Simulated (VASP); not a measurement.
A run of VASP 6.6.1 is set up as follows.

Contents of INCAR:

```
PREC     = Accurate       # precision mode
ENCUT    = 700            # plane-wave cutoff, eV
EDIFF    = 1E-6           # SCF threshold, eV
ISMEAR   = 0              # smearing method
SIGMA    = 0.1            # smearing width, eV
LREAL    = False          # projectors in reciprocal space
LASPH    = True           # aspherical terms in the spheres
NELM     = 200            # most SCF steps
ALGO     = Normal         # electronic algorithm
ISIF     = 2              # what is computed and relaxed
LWAVE    = False          # write WAVECAR
LCHARG   = True           # write CHGCAR
ISPIN    = 2              # spin polarisation
MAGMOM   = 0 4 0 0        # initial moments
LORBIT   = 11             # projections on sites
LMAXMIX  = 4              # l up to which the mixer works
GGA      = PE             # functional
LELF     = True           # ELF
LVHAR    = True         
NBANDS   = 31             # bands
GGA_COMPAT= False
```

The input KPOINTS:

```
Automatic mesh
0
Gamma
  6 6 4
```

POSCAR

```
TaMnN2
1.0
    3.3243240039      0.0000000000      0.0000000000
    0.0000000000      3.3243240039      0.0000000000
    0.0000000000      0.0000000000      4.6217857173
Ta Mn N
1 1 2
Direct
    0.0000000000      0.0000000000      0.5000000000
    0.5000000000      0.5000000000      0.0000000000
    0.5000000000      0.0000000000      0.2605426431
    0.0000000000      0.5000000000      0.7394573569
```

Potentials or basis: VASP PAW PBE potentials, release 64 (Ta_sv_GW, Mn_sv, N).

Launch:

```sh
$ cat potpaw_PBE.64/Ta_sv_GW/POTCAR potpaw_PBE.64/Mn_sv/POTCAR potpaw_PBE.64/N/POTCAR > POTCAR
$ mpirun -np 1 vasp_std > vasp.out
```

Problem. Predict the largest force.

Solution. 0.048 eV/Å.

Problem. Estimate the net moment.

Solution. 3.80 μB per cell.

Stress tensor (GPa, compression positive):
```
-0.19  0.00  0.00
 0.00 -0.19  0.00
 0.00  0.00 -0.41
```

Caveat: a cell with one magnetic atom can't hold antiferromagnetic order, which such compounds often take.
